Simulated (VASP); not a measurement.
O:

```xyz
2
Lattice="0.0000 2.3957 2.3957 2.3957 0.0000 2.3957 2.3957 2.3957 0.0000" Properties=species:S:1:pos:R:3 pbc="T T T"
O    -0.5989   -0.5989   -0.5989
O     0.5989    0.5989    0.5989
```

- Program: VASP 6.6.1
- Task: relaxation of cell and atoms
- Functional: LDA
- Potentials or basis: VASP PAW LDA potentials, release 64 (O)
- Cutoff: 600 eV
- k mesh: 14 × 14 × 14
- Occupations: fermi-dirac, width 0.08 eV
- Spin: no spin polarisation

At the start: pressure -23.8 GPa; volume 13.75 Å³/atom.

**Question.** How do energy, volume and symmetry change on relaxing?

**Answer.** Over 6 steps the energy falls by 394.0 meV/atom and the volume is 9.87 Å³/atom (-28.3 %); space group Fd-3m (No. 227, to 0.05 Å).

The path:
```csv
step,energy change (eV),largest force (eV/Å),pressure (GPa),volume (Å³)
1,0.0000,0.0000,-23.79,27.50
2,-0.7841,0.0000,-3.04,20.15
3,-0.7880,0.0000,-0.18,19.75
4,-0.7877,0.0000,0.90,19.62
5,-0.7880,0.0000,-0.35,19.78
6,-0.7881,0.0000,-0.01,19.73
```

Final structure:
```xyz
2
Lattice="0.0000 2.1447 2.1447 2.1447 0.0000 2.1447 2.1447 2.1447 0.0000" Properties=species:S:1:pos:R:3 pbc="T T T"
O     3.7533    3.7533    3.7533
O     0.5362    0.5362    0.5362
```

Caveat: the volume moved by over 15 % at a fixed basis, so the end points are rough.
